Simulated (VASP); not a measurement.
The system is Mg2Sn.

```
Mg Sn
1.0
     0.00000    3.40840    3.40840
     3.40840    0.00000    3.40840
     3.40840    3.40840    0.00000
Mg Sn
2 1
Direct
  0.25000 0.25000 0.25000
  0.75000 0.75000 0.75000
  0.00000 0.00000 0.00000
```

- Program: VASP 6.6.1
- Task: relaxation of cell and atoms
- Functional: PBE
- Dispersion: D3(BJ)
- Potentials or basis: VASP PAW PBE potentials, release 64 (Mg, Sn_d)
- Cutoff: 600 eV
- k mesh: 12 × 12 × 12
- Occupations: gaussian, width 0.1 eV
- Spin: no spin polarisation

At the start: pressure -2.0 GPa; volume 26.40 Å³/atom.

Task: Where does the relaxation end?

Result: Over 3 steps the energy falls by 8.2 meV/atom and the volume is 25.14 Å³/atom (-4.8 %); space group Fm-3m (No. 225, to 0.05 Å).

Step by step:
```
step  energy change (eV)  largest force (eV/Å)  pressure (GPa)  volume (Å³)
   1              0.0000                0.0000           -2.00        79.19
   2             -0.0247                0.0000           -0.03        75.47
   3             -0.0247                0.0000           -0.01        75.42
```

Final structure:
```xyz
3
Lattice="0.0000 3.3533 3.3533 3.3533 0.0000 3.3533 3.3533 3.3533 0.0000" Properties=species:S:1:pos:R:3 pbc="T T T"
Mg    1.6767    1.6767    1.6767
Mg    5.0300    5.0300    5.0300
Sn    0.0000    0.0000    0.0000
```

Caveat: pairwise dispersion overbinds metals, which lowers pressure and volume.
